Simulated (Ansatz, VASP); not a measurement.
## ZnS in VASP and in Ansatz

```
Zn S
1.0
     3.82120    0.00000    0.00000
    -1.91060    3.30926    0.00000
     0.00000    0.00000    6.24000
Zn S
2 2
Direct
  0.00000 0.00000 0.00000
  0.33333 0.66667 0.50000
  0.00000 0.00000 0.37500
  0.33333 0.66667 0.87500
```

Alike in both runs: task relaxation of cell and atoms; functional PBEsol; k mesh 12 × 12 × 6; occupations gaussian, width 0.02 eV; no spin polarisation.

|  | VASP | Ansatz |
| --- | --- | --- |
| version | VASP 6.6.1 | Ansatz 0.2.0 |
| potentials or method | VASP PAW PBE potentials, release 64 (Zn, S), cutoff 600 eV | scalar-relativistic, plane waves, PAW |
| valence electrons in the cell | 36 | 36 |

Ansatz gave:

| Quantity | Value |
| --- | --- |
| gap on the k mesh at the Fermi level, each at its own relaxed structure (eV) | 2.16 |
| relaxed volume (Å³/atom) | 19.22 |

**Question.** Estimate VASP's values.

**Answer.** gap on the k mesh at the Fermi level, each at its own relaxed structure (eV): 2.15; relaxed volume (Å³/atom): 19.28.

VASP's potentials were made for PBE, not for PBEsol.
